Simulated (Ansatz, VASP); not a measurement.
## Pd: VASP beside Ansatz

```
Pd
1.0
     0.00000    1.90056    1.90056
     1.90056    0.00000    1.90056
     1.90056    1.90056    0.00000
Pd
1
Direct
  0.00000 0.00000 0.00000
```

Alike in both runs: task single point; functional PBEsol; k mesh 18 × 18 × 18; occupations gaussian, width 0.1 eV; no spin polarisation.

|  | VASP | Ansatz |
| --- | --- | --- |
| version | VASP 6.6.1 | Ansatz 0.2.0 |
| potentials or method | VASP PAW PBE potentials, release 64 (Pd), cutoff 500 eV | scalar-relativistic, plane waves, PAW |
| valence electrons in the cell | 10 | 18 |

```tsv
	VASP	Ansatz	Ansatz less VASP
gap on the k mesh at the Fermi level (eV)	none	none	-
pressure (GPa)	13.5	13.8	+0.37
```

VASP's potentials were made for PBE, not for PBEsol. A gap of «none» marks a metal or a gap that the smearing closes. VASP's potentials hold 10 valence electrons a cell and Ansatz's 18, so a difference there can come from the potentials and not from the codes.
